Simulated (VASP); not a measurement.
# AlCo (NiAs type) (P6_3/mmc) in VASP: single point with PBE

Aim: the single point of AlCo (NiAs type) with PBE.

All numbers are computed with VASP 6.6.1; they aren't measurements. Logs are shortened: lines on timing, memory, paths and dates and some standing lists are left out, and cuts for length are marked.

## 1. The cell of the first run

Symmetry: P6_3/mmc, No. 194, hexagonal system. The conventional cell has a = 2.440 Å, b = 2.440 Å, c = 7.047 Å, α = 90.00°, β = 90.00°, γ = 120.00°. Within 3.0 Å of Co (site symmetry -3m) lie 6 Al at 2.26 Å and 6 Co at 2.44 Å. Within 3.0 Å of Al (site symmetry -6m2) lie 6 Co at 2.26 Å and 6 Al at 2.44 Å.

## 2. Single point, PBE

File INCAR:

```
SYSTEM = AlCo
ALGO = Normal
EDIFF = 1E-6
ENCUT = 690
GGA = PE
GGA_COMPAT = .False.
ISIF = 2
ISMEAR = -1
LASPH = .True.
LCHARG = .False.
LREAL = .False.
LWAVE = .False.
NBANDS = 28
NELM = 120
PREC = Accurate
SIGMA = 0.08
```

File KPOINTS:

```
k-points
0
Gamma
  12 12 7
  0 0 0
```

File POSCAR:

```
AlCo
1.0
    2.4403736197      0.0000000000      0.0000000000
   -1.2201868099      2.1134255494      0.0000000000
    0.0000000000      0.0000000000      7.0472211633
Co Al
2 2
Direct
    0.0000000000      0.0000000000      0.0000000000
    0.0000000000      0.0000000000      0.5000000000
    0.3333333333      0.6666666667      0.2500000000
    0.6666666667      0.3333333333      0.7500000000
```

Potentials or basis: VASP PAW PBE potentials, release 64 (Co_sv, Al).

Launch:

```bash
$ cat potpaw_PBE.64/Co_sv/POTCAR potpaw_PBE.64/Al/POTCAR > POTCAR
$ mpirun -np 1 vasp_std > vasp.out
```

OUTCAR:

```text
SYSTEM = AlCo
   EDIFF = 1E-6
   ENCUT = 690
   GGA = PE
   ISIF = 2
   ISMEAR = -1
   LASPH = .True.
   LREAL = .False.
   NELM = 120
   PREC = Accurate

 ion  position               nearest neighbor table
   1  0.000  0.000  0.000-   3 2.26   4 2.26   4 2.26   3 2.26   4 2.26   3 2.26
   2  0.000  0.000  0.500-   3 2.26   4 2.26   4 2.26   3 2.26   4 2.26   3 2.26
   3  0.333  0.667  0.250-   1 2.26   2 2.26   1 2.26   2 2.26   1 2.26   2 2.26
   4  0.667  0.333  0.750-   1 2.26   2 2.26   1 2.26   2 2.26   1 2.26   2 2.26

  LATTYP: Found a hexagonal cell.
 ALAT       =     2.4403736197
 C/A-ratio  =     2.8877632123

  Lattice vectors:

 A1 = (   2.4403736197,   0.0000000000,   0.0000000000)
 A2 = (  -1.2201868099,   2.1134255494,   0.0000000000)
 A3 = (   0.0000000000,   0.0000000000,   7.0472211633)

Analysis of symmetry for initial positions (statically):
=====================================================================
 Subroutine PRICEL returns:
 Original cell was already a primitive cell.

 Routine SETGRP: Setting up the symmetry group for a
 hexagonal supercell.

 Subroutine GETGRP returns: Found 24 space group operations
 (whereof 12 operations were pure point group operations)
 out of a pool of 24 trial point group operations.

The static configuration has the point symmetry D_3d.
 The point group associated with its full space group is D_6h.

Analysis of symmetry for dynamics (positions and initial velocities):
=====================================================================
 Subroutine PRICEL returns:
 Original cell was already a primitive cell.

 Routine SETGRP: Setting up the symmetry group for a
 hexagonal supercell.

 Subroutine GETGRP returns: Found 24 space group operations
 (whereof 12 operations were pure point group operations)
 out of a pool of 24 trial point group operations.

The dynamic configuration has the point symmetry D_3d.
 The point group associated with its full space group is D_6h.

 Subroutine INISYM returns: Found 24 space group operations
 (whereof 12 operations are pure point group operations),
 and found     1 'primitive' translations

----------------------------------------------------------------------------------------

                                     Primitive cell

  volume of cell :      36.3464

  direct lattice vectors                    reciprocal lattice vectors
     2.440373620  0.000000000  0.000000000     0.409773320  0.236582737  0.000000000
    -1.220186810  2.113425549  0.000000000     0.000000000  0.473165473  0.000000000
     0.000000000  0.000000000  7.047221163     0.000000000  0.000000000  0.141899903

  length of vectors
     2.440373620  2.440373620  7.047221163     0.473165473  0.473165473  0.141899903

  position of ions in fractional coordinates (direct lattice)
     0.000000000  0.000000000  0.000000000
     0.000000000  0.000000000  0.500000000
     0.333333333  0.666666667  0.250000000
     0.666666667  0.333333333  0.750000000

  ion indices of the primitive-cell ions
   primitive index   ion index
                 1           1
                 2           2
                 3           3
                 4           4

----------------------------------------------------------------------------------------

 KPOINTS: k-points

Automatic generation of k-mesh.
 Grid dimensions read from file:
 generate k-points for:   12   12    7

 Generating k-lattice:

  Cartesian coordinates                     Fractional coordinates (reciprocal lattice)
     0.034147777  0.019715228  0.000000000     0.083333333  0.000000000  0.000000000
     0.000000000  0.039430456  0.000000000     0.000000000  0.083333333  0.000000000
     0.000000000  0.000000000  0.020271415     0.000000000  0.000000000  0.142857143

  Length of vectors
     0.039430456  0.039430456  0.020271415

  Shift w.r.t. Gamma in fractional coordinates (k-lattice)
     0.000000000  0.000000000  0.000000000

 Subroutine IBZKPT returns following result:
 ===========================================

 Found     76 irreducible k-points:

 Following reciprocal coordinates:
            Coordinates               Weight
  0.000000  0.000000  0.000000      1.000000
  0.083333  0.000000  0.000000      6.000000
  0.166667 -0.000000  0.000000      6.000000
  0.250000  0.000000  0.000000      6.000000
  0.333333 -0.000000  0.000000      6.000000
  0.416667  0.000000  0.000000      6.000000
[... 16 lines left out ...]
  0.250000  0.000000  0.142857     12.000000
  0.333333 -0.000000  0.142857     12.000000
 [... further k-points ...]
   k-points           NKPTS =     76   k-points in BZ     NKDIM =     76   number of bands    NBANDS=     28
   number of dos      NEDOS =    301   number of ions     NIONS =      4
   total plane-waves  NPLWV =  34560
   dimension x,y,z NGX =    24 NGY =   24 NGZ =   60
   dimension x,y,z NGXF=    48 NGYF=   48 NGZF=  120
   ions per type =               2   2
   NGX,Y,Z   is equivalent  to a cutoff of  16.35, 16.35, 14.15 a.u.
   NGXF,Y,Z  is equivalent  to a cutoff of  32.70, 32.70, 28.31 a.u.
 SYSTEM =  AlCo
   PREC   = accura    normal or accurate (medium, high low for compatibility)
   ISTART =      0    job   : 0-new  1-cont  2-samecut
   ICHARG =      2    charge: 1-file 2-atom 10-const
   ISPIN  =      1    spin polarized calculation?
   LNONCOLLINEAR =      F non collinear calculations
   LSORBIT =      F    spin-orbit coupling
   LASPH  =      T    aspherical Exc in radial PAW
   ENCUT  =  690.0 eV  50.71 Ry    7.12 a.u.   5.23  5.23 15.09*2*pi/ulx,y,z
   NELM   =    120;   NELMIN=  2; NELMDL= -5     # of ELM steps
   EDIFF  = 0.1E-05   stopping-criterion for ELM
   LREAL  =      F    real-space projection
   EDIFFG = 0.1E-04   stopping-criterion for IOM
   NSW    =      0    number of steps for IOM
   IBRION =     -1    ionic relax: 0-MD 1-quasi-New 2-CG
   NFREE  =      0    steps in history (QN), initial steepest desc. (CG)
   ISIF   =      2    stress and relaxation
   ISYM   =      2    0-nonsym 1-usesym 2-fastsym
   POTIM  = 0.5000    time-step for ionic-motion
   TEBEG  =    0.0;   TEEND  =   0.0 temperature during run
   PSTRESS=    0.0 pullay stress
   NELECT =      40.0000    total number of electrons
   NUPDOWN=      -1.0000    fix difference up-down
   EMIN   =  10.00;   EMAX   =-10.00  energy-range for DOS
   EFERMI =   0.00;   METHOD = LEGACY
   ISMEAR =    -1;   SIGMA  =   0.08  broadening in eV -4-tet -1-fermi 0-gaus
   EFERMI_NEDOS =   21; number of points for ismear=-14 and -15
   IALGO  =     38    algorithm
   IMIX   =      4    mixing-type and parameters
     AMIX     =   0.40;   BMIX     =  1.00
     AMIX_MAG =   1.60;   BMIX_MAG =  1.00
  volume/ion in A,a.u.               =       9.09        61.32
  Fermi-wavevector in a.u.,A,eV,Ry     =   1.690212  3.194037 38.869336  2.856816
  Thomas-Fermi vector in A             =   2.772199
   LORBIT       =      0    0 simple, 1 ext, 2 COOP (PROOUT), +10 PAW based schemes
   GGA     = PE    functional components
   LHFCALC =     F    Hartree Fock is set to
   AEXX    =    0.0000 exact exchange contribution
   IVDW    =     0    specifies the selected vdW correction
   LEPSILON=     F    determine dielectric tensor
   LRPA    =     F    only Hartree local field effects (RPA)
 non-spin polarized calculation
  energy-cutoff  :      690.00
  volume of cell :       36.35
 maximum number of plane-waves:      1514
 NGX is ok and might be reduce to    24
   NGX = 11   NGY = 11   NGZ = 31

 number of electron      39.9999985 magnetization

 Free energy of the ion-electron system (eV)
  ---------------------------------------------------
  ext. energy  EPLUGINS =         0.00000000
  ---------------------------------------------------
  free energy    TOTEN  =       -20.35493918 eV

  energy without entropy =      -20.29843243  energy(sigma->0) =      -20.32668580

 E-fermi :  15.1423     XC(G=0): -13.7871

 val. band max:       15.1262045222   @ k =   0.1667   0.0833   0.4286
 cond. band min:      15.1666516143   @ k =   0.4167   0.0833   0.4286
 fundamental gap:      0.0404470921
 Fermi energy:        15.1423095745

 k-point     1 :       0.0000    0.0000    0.0000
  band No.  band energies     occupation
      1     -79.9290      2.00000
      2     -79.9287      2.00000
      3     -43.1735      2.00000
      4     -43.1668      2.00000
      5     -43.1199      2.00000
      6     -43.1199      2.00000
[... 20 lines left out ...]
     27      32.0917      0.00000
     28      32.0943      0.00000

 k-point     2 :       0.0833    0.0000    0.0000
  band No.  band energies     occupation
      1     -79.9257      2.00000
      2     -79.9254      2.00000
      3     -43.1700      2.00000
      4     -43.1638      2.00000
      5     -43.1415      2.00000
      6     -43.1415      2.00000
[... 20 lines left out ...]
     27      30.0346      0.00000
     28      31.5011      0.00000

 k-point     3 :       0.1667   -0.0000    0.0000
  band No.  band energies     occupation
      1     -79.9167      2.00000
      2     -79.9164      2.00000
      3     -43.2009      2.00000
      4     -43.2008      2.00000
      5     -43.1608      2.00000
      6     -43.1552      2.00000
[... 20 lines left out ...]
     27      28.8164      0.00000
     28      30.6302      0.00000

 k-point     4 :       0.2500    0.0000    0.0000
  band No.  band energies     occupation
      1     -79.9043      2.00000
      2     -79.9041      2.00000
      3     -43.2816      2.00000
      4     -43.2810      2.00000
      5     -43.1586      2.00000
      6     -43.1584      2.00000
[... 578 lines left out ...]
     27      28.8809      0.00000
     28      30.4775      0.00000

 k-point    23 :       0.2500    0.0000    0.1429
  band No.  band energies     occupation
      1     -79.9043      2.00000
      2     -79.9041      2.00000
      3     -43.2816      2.00000
      4     -43.2811      2.00000
      5     -43.1586      2.00000
      6     -43.1584      2.00000
[... 20 lines left out ...]
     27      27.6857      0.00000
     28      27.7303      0.00000

 k-point    24 :       0.3333   -0.0000    0.1429
  band No.  band energies     occupation
      1     -79.8920      2.00000
      2     -79.8918      2.00000
      3     -43.3618      2.00000
      4     -43.3609      2.00000
      5     -43.1779      2.00000
      6     -43.1777      2.00000
[... 20 lines left out ...]
     27      26.6941      0.00000
     28      27.5376      0.00000

 [... further k-points ...]

------------------------ aborting loop because EDIFF is reached ----------------------------------------

  FORCE on cell =-STRESS in cart. coord.  units (eV):
  Direction    XX          YY          ZZ          XY          YZ          ZX
  --------------------------------------------------------------------------------------
  -------------------------------------------------------------------------------------
  Total       19.9905545     19.9905545     19.9997214     -0.0000000     -0.0000000      0.0000000
  in kB      881.1995082    881.1995082    881.6035928     -0.0000000     -0.0000000      0.0000000
  external PRESSURE =     881.3342030 kB  Pullay stress =       0.0000000 kB

 VOLUME and BASIS-vectors are now :
 -----------------------------------------------------------------------------
  energy-cutoff  :      690.00
  volume of cell :       36.35
      direct lattice vectors                 reciprocal lattice vectors
     2.440373620  0.000000000  0.000000000     0.409773320  0.236582737  0.000000000
    -1.220186810  2.113425549  0.000000000     0.000000000  0.473165473  0.000000000
     0.000000000  0.000000000  7.047221163     0.000000000  0.000000000  0.141899903

 POSITION                                       TOTAL-FORCE (eV/Angst)
 -----------------------------------------------------------------------------------
      0.00000      0.00000      0.00000         0.000000      0.000000      0.000000
      0.00000      0.00000      3.52361         0.000000      0.000000      0.000000
     -0.00000      1.40895      1.76181        -0.000000     -0.000000     -0.000000
      1.22019      0.70448      5.28542         0.000000     -0.000000      0.000000
 -----------------------------------------------------------------------------------
    total drift:                               -0.000000      0.000000      0.000000

  FREE ENERGIE OF THE ION-ELECTRON SYSTEM (eV)
  ---------------------------------------------------
  free  energy   TOTEN  =       -20.3549391796 eV

  energy  without entropy=      -20.2984324260  energy(sigma->0) =      -20.32668580
```

Wall time 97 s (1 thread of Intel Xeon Platinum 8259CL at 2.50GHz (Skylake/Cascade Lake), shared host); peak memory 0.24 GiB.

What came out:

| Quantity | Value |
| --- | --- |
| Free energy | -20.3549 eV |
| Pressure | 88.1 GPa |
| Band gap on the k mesh | zero (bands 20 and 21 overlap by 2.29 eV) |

Levels at points of the mesh, in eV from the Fermi level:
```tsv
k point	band 16	band 17	band 18	band 19	band 20	band 21	band 22	band 23	band 24	band 25
(0.00, 0.00, 0.00)	-2.07	-2.07	-1.93	-0.90	-0.90	-0.77	-0.77	4.56	10.73	15.52
(0.50, 0.00, 0.00)	-1.85	-1.52	-1.37	-1.17	0.25	0.25	1.81	3.22	4.97	5.48
```

Caveat: the cell stands under pressure; the run has no spin polarisation, though such a crystal can be magnetic. Spin polarisation is off, so any magnetic state and its effect on volume and gap are missing.

The gap in the log of VASP goes by the Fermi energy; the results here count the filled bands.